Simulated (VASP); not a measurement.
Wanted: the native input for a VASP 6.6.1 run.

- Task: relaxation of cell and atoms
- Functional: PBE
- Potentials or basis: VASP PAW PBE potentials, release 64 (Ba_sv, Zn)
- Cutoff: 600 eV
- k mesh: 4 × 4 × 4
- Occupations: gaussian, width 0.1 eV
- Spin: no spin polarisation
- Dipole correction: no
- Further INCAR settings: ALGO = Normal; EDIFF = 1e-07; IBRION = 2; EDIFFG = -0.04; NSW = 90; ISIF = 3

The structure of BaZn3 lies in POSCAR:

```
BaZn3
1.0
    4.2739636355      0.0000000000      0.0000000000
    0.0000000000      4.2739636355      0.0000000000
    0.0000000000      0.0000000000      4.2739636355
Ba Zn
1 3
Direct
    0.0000000000      0.0000000000      0.0000000000
    0.0000000000      0.5000000000      0.5000000000
    0.5000000000      0.0000000000      0.5000000000
    0.5000000000      0.5000000000      0.0000000000
```

One way to write it, as run:

INCAR

```
SYSTEM = BaZn3
PREC = Accurate
ENCUT = 600
EDIFF = 1E-7
ISMEAR = 0
SIGMA = 0.1
LREAL = .False.
LASPH = .True.
NELM = 60
ALGO = Normal
ISIF = 3
LWAVE = .False.
LCHARG = .False.
GGA = PE
IBRION = 2
NSW = 90
EDIFFG = -0.04
```

KPOINTS

```
Automatic mesh
0
Gamma
  4 4 4
  0 0 0
```

Potentials or basis: VASP PAW PBE potentials, release 64 (Ba_sv, Zn).

Command:

```console
$ cat potpaw_PBE.64/Ba_sv/POTCAR potpaw_PBE.64/Zn/POTCAR > POTCAR
$ mpirun -np 1 vasp_std > vasp.out
```

Results of the run:

The relaxed volume is 27.84 Å³/atom and the relaxed cell is a = 4.811 Å, b = 4.811 Å, c = 4.811 Å, α = 90.00°, β = 90.00°, γ = 90.00°. The space group after relaxing (to 0.05 Å) is Pm-3m (No. 221), the energy gained by relaxing is 324.0 meV/atom and the ionic steps are 4. The pressure after relaxing is 0.0 GPa and the band gap on the k mesh is zero (band 23 reaches 2.34 eV, above the bottom of band 24 at 1.58 eV).

Caveat: the k points lie up to 0.33 Å⁻¹ apart in the final cell; the volume moved by over 15 % at a fixed basis, so the end points are rough; spin-orbit coupling is left out, which moves the levels of the heavy elements.

It took 42 s on 1 thread of Intel(R) Xeon(R) 6975P-C (Granite Rapids), with other jobs on the host, peak memory 0.22 GiB.
